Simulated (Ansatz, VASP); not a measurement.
**As: VASP beside Ansatz**

The input INCAR:

```
PREC = Accurate
ENCUT = 600
EDIFF = 1E-6
ISMEAR = -1
SIGMA = 0.05
LREAL = False
LASPH = True
NELM = 60
ALGO = Normal
ISIF = 3
LWAVE = False
LCHARG = False
GGA = PS
IBRION = 2
NSW = 100
EDIFFG = -0.003
```

File KPOINTS:

```
regular mesh
0
Gamma
  11 11 11
```

POSCAR

```
As
1.0
    1.8807968987      1.0858785957      3.5140619945
   -1.8807968987      1.0858785957      3.5140619945
    0.0000000000     -2.1717571915      3.5140619945
As
2
Direct
    0.7740000000      0.7740000000      0.7740000000
    0.2260000000      0.2260000000      0.2260000000
```

Input for Ansatz:

```yaml
crystal:
  lattice:
    - [1.8807968987, 1.0858785957, 3.5140619945]
    - [-1.8807968987, 1.0858785957, 3.5140619945]
    - [0.0, -2.1717571915, 3.5140619945]
  atoms:
    - { symbol: As, position: [0.774, 0.774, 0.774] }
    - { symbol: As, position: [0.226, 0.226, 0.226] }
kpoints:
  mp_grid: { grid: [11, 11, 11] }
scf:
  occupations: { method: fermi_dirac, width: 0.05 }
hamiltonian:
  xc: pbesol
  pseudopotentials: { kind: paw }
output:
  forces: true
  stress: true
relax:
  f_tol: 0.003
  max_steps: 80
  cell: {}
```

Alike in both runs: task relaxation of cell and atoms; functional PBEsol; k mesh 11 × 11 × 11; occupations fermi-dirac, width 0.05 eV; no spin polarisation.

|  | VASP | Ansatz |
| --- | --- | --- |
| version | VASP 6.6.1 | Ansatz 0.2.0 |
| potentials or method | VASP PAW PBE potentials, release 64 (As) | PAW with Ansatz's default frozen-core files, scalar-relativistic |
| plane-wave cutoff (eV) | 600 | 420 |
| valence electrons in the cell | 10 | 30 |

```tsv
	VASP	Ansatz	Ansatz less VASP
relaxed volume (Å³/atom)	20.90	20.86	-0.043
relaxed cell length with the largest relative difference (Å)	4.012	4.014	+0.0022
```

VASP's potentials were made for PBE, not for PBEsol. VASP's potentials hold 10 valence electrons a cell and Ansatz's 30, so a difference there can come from the potentials and not from the codes.
